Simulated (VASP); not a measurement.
Here is a VASP 6.6.1 calculation.

Contents of INCAR:

```
SYSTEM = P
PREC = Accurate
ENCUT = 520
EDIFF = 1E-6
ISMEAR = -1
SIGMA = 0.08
LREAL = .FALSE.
LASPH = .TRUE.
NELM = 100
ALGO = Normal
ISIF = 2
LWAVE = .FALSE.
LCHARG = .FALSE.
GGA = PE
NBANDS = 8
```

KPOINTS

```
Automatic mesh
0
G
  18 18 16
  0 0 0
```

Contents of POSCAR:

```
P
1.0
    2.4660612713      0.0000000000      0.0000000000
   -1.2330306357      2.1356717083      0.0000000000
    0.0000000000      0.0000000000      2.3100806015
P
1
Direct
    0.0000000000      0.0000000000      0.0000000000
```

Potentials or basis: VASP PAW PBE potentials, release 64 (P).

Launch:

```sh
$ cat potpaw_PBE.64/P/POTCAR > POTCAR
$ mpirun -np 1 vasp_std > vasp.out
```

Task: Estimate the pressure.

Result: 26.4 GPa.

Task: Estimate the band gap on the k mesh.

Result: Zero (an odd number of electrons rules out a gap without spin polarisation).

Caveat: the cell stands under pressure.
